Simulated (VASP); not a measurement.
A run of VASP 6.6.1 is set up as follows.

File INCAR:

```
SYSTEM = ZrS2
PREC = Accurate
ENCUT = 500
EDIFF = 1E-6
ISMEAR = 1
SIGMA = 0.001
LREAL = .False.
LASPH = .True.
NELM = 120
ALGO = Normal
ISIF = 2
LWAVE = .False.
LCHARG = .False.
GGA = PE
NBANDS = 19
GGA_COMPAT = .False.
```

KPOINTS

```
regular mesh
0
Gamma
  6 6 4
  0 0 0
```

Contents of POSCAR:

```
ZrS2
1.0
    3.6743990828      0.0000000000      0.0000000000
   -1.8371995414      3.1821229494      0.0000000000
    0.0000000000      0.0000000000      5.8568562426
Zr S
1 2
Direct
    0.0000000000      0.0000000000      0.0000000000
    0.3333333333      0.6666666667      0.2462324613
    0.6666666667      0.3333333333      0.7537675387
```

Potentials or basis: VASP PAW PBE potentials, release 64 (Zr_sv, S).

Command:

```console
$ cat potpaw_PBE.64/Zr_sv/POTCAR potpaw_PBE.64/S/POTCAR > POTCAR
$ mpirun -np 1 vasp_std > vasp.out
```

(1) Predict the pressure.

(2) Estimate the band gap on the k mesh.

(3) Predict the largest force.

Answers

(1) 1.3 GPa.

(2) 0.88 eV (least direct gap 1.50 eV).

(3) 0.038 eV/Å.

Caveat: this functional lacks dispersion, which binds the layers, so the pressure and a relaxed spacing across them are unreliable.
